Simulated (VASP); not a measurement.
Input of a VASP 6.6.1 run:

INCAR

```
ALGO = Normal
EDIFF = 1E-6
ENCUT = 520
GGA = PS
ISIF = 2
ISMEAR = 0
LASPH = True
LCHARG = False
LREAL = False
LWAVE = False
NBANDS = 11
NELM = 100
PREC = Accurate
SIGMA = 0.05
```

File KPOINTS:

```
k-points
0
Gamma
  10 10 10
```

File POSCAR:

```
AlN
1.0
    0.0000000000      2.1839935596      2.1839935596
    2.1839935596      0.0000000000      2.1839935596
    2.1839935596      2.1839935596      0.0000000000
Al N
1 1
Direct
   -0.0364238770      0.0000000000      0.0000000000
    0.7500000000      0.7500000000      0.7500000000
```

Potentials or basis: VASP PAW PBE potentials, release 64 (Al, N).

Command:

```sh
$ cat potpaw_PBE.64/Al/POTCAR potpaw_PBE.64/N/POTCAR > POTCAR
$ mpirun -np 1 vasp_std > vasp.out
```

Problem. Estimate the pressure.

Solution. 2.9 GPa.

Problem. Estimate the band gap on the k mesh.

Solution. 2.89 eV, indirect (least direct gap 3.82 eV).

Problem. What does it give for the largest force?

Solution. 1.734 eV/Å.

Forces on the atoms (eV/Å):
```
Al   0.395  1.194  1.194
N   -0.395 -1.194 -1.194
```

Caveat: the cell differs from its parent crystal (all Al atoms moved +0.113 Å, as atom 1 towards its neighbour atom 1 (Al) at 3.089 Å); the PAW data sets were made with another functional, which shifts forces and pressure a little. A k mesh can miss the band edges.
